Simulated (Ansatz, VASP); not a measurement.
# One calculation of Be, two programs

```
CELL_PARAMETERS angstrom
2.35178 0.00000 0.00000
-1.17589 2.03670 0.00000
0.00000 0.00000 3.69836
ATOMIC_POSITIONS crystal
Be 0.33333 0.66667 0.25000
Be 0.66667 0.33333 0.75000
```

Alike in both runs: task single point; functional r2SCAN; k mesh 26 × 26 × 15; occupations fermi-dirac, width 0.1 eV; no spin polarisation.

```csv
,VASP,Ansatz
version,VASP 6.6.1,Ansatz 0.2.0
potentials or method,"VASP PAW PBE potentials, release 64 (Be), cutoff 520 eV","plane waves (500 eV) with PAW, scalar-relativistic"
valence electrons in the cell,4,4
```

Ansatz gave:

- pressure (GPa): -11.7
- traceless stress, the component that is largest in VASP (GPa): -0.35

What did VASP give for the same quantities?

Pressure (GPa): -11.6; traceless stress, the component that is largest in VASP (GPa): -0.31.

VASP's potentials were made for PBE, not for r2SCAN.
